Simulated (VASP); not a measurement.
Write the native input for VASP 6.6.1 that does the following.

| Item | Value |
| --- | --- |
| Task | single point |
| Functional | PBE |
| Potentials or basis | VASP PAW PBE potentials, release 64 (Hf_pv, O) |
| Cutoff | 520 eV |
| k mesh | 6 × 6 × 8 |
| Occupations | gaussian, width 0.02 eV |
| Spin | no spin polarisation |
| Dipole correction | no |
| Further INCAR settings | ALGO = Normal; EDIFF = 1e-06; NBANDS = 31 |

The structure of HfO2 lies in POSCAR:

```
HfO2
1.0
    5.1731915434      0.0000000000      0.0000000000
    0.0000000000      5.1731915434      0.0000000000
    0.0000000000      0.0000000000      3.1211246920
Hf O
2 4
Direct
    0.0000000000      0.0000000000      0.0000000000
    0.5000000000      0.5000000000      0.5000000000
    0.1941415628      0.8058584372      0.5000000000
    0.3058584372      0.3058584372      0.0000000000
    0.6941415628      0.6941415628      0.0000000000
    0.8058584372      0.1941415628      0.5000000000
```

This cell differs from its parent crystal: biaxial strain in the a-b plane: +6.0 %.

The input as run:

INCAR

```
PREC     = Accurate       # precision mode
ENCUT    = 520            # plane-wave cutoff, eV
EDIFF    = 1E-6           # SCF threshold, eV
ISMEAR   = 0              # smearing method
SIGMA    = 0.02           # smearing width, eV
LREAL    = False          # projectors in reciprocal space
LASPH    = True           # aspherical terms in the spheres
NELM     = 80             # most SCF steps
ALGO     = Normal         # electronic algorithm
ISIF     = 2              # what is computed and relaxed
LWAVE    = False          # write WAVECAR
LCHARG   = False          # write CHGCAR
GGA      = PE             # functional
NBANDS   = 31             # bands
```

KPOINTS

```
Automatic mesh
0
Gamma
  6 6 8
```

Potentials or basis: VASP PAW PBE potentials, release 64 (Hf_pv, O).

Run with:

```bash
$ cat potpaw_PBE.64/Hf_pv/POTCAR potpaw_PBE.64/O/POTCAR > POTCAR
$ mpirun -np 1 vasp_std > vasp.out
```

It gave:

| Property | Result |
| --- | --- |
| Pressure | -12.5 GPa |
| Largest force | 0.218 eV/Å |
| Band gap on the k mesh | 3.56 eV, direct |

Caveat: the cell differs from its parent crystal (biaxial strain in the a-b plane: +6.0 %); spin-orbit coupling is left out, which moves the levels of the heavy elements.

It took 84 s on 1 thread of Intel(R) Xeon(R) Platinum 8488C (Sapphire Rapids), with other jobs on the host, peak memory 0.25 GiB.
